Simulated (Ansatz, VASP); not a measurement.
Two plane-wave programs on Al2Ru

```xyz
3
Lattice="-1.5624 1.5624 4.2063 1.5624 -1.5624 4.2063 1.5624 1.5624 -4.2063" Properties=species:S:1:pos:R:3 pbc="T T T"
Al    0.0000    0.0000    5.5433
Al    0.0000    0.0000    2.8692
Ru    0.0000    0.0000    0.0000
```

Alike in both runs: functional PBEsol; k mesh 18 × 18 × 18; occupations fermi-dirac, width 0.15 eV; no spin polarisation.

Ansatz relaxed the structure, and its values are those at the end. VASP's run is a single point on that final structure, the one shown.

```csv
,VASP,Ansatz
version,VASP 6.6.1,Ansatz 0.2.0
potentials or method,"VASP PAW PBE potentials, release 64 (Al, Ru_pv), cutoff 520 eV","scalar-relativistic, plane waves, PAW"
valence electrons in the cell,20,22
```

```tsv
	VASP	Ansatz	Ansatz less VASP
gap on the k mesh at the Fermi level (eV)	none	none	-
pressure (GPa)	0.1	0.0	-0.07
```

VASP's potentials were made for PBE, not for PBEsol. A gap of «none» marks a metal or a gap that the smearing closes. VASP's potentials hold 20 valence electrons a cell and Ansatz's 22, so a difference there can come from the potentials and not from the codes.
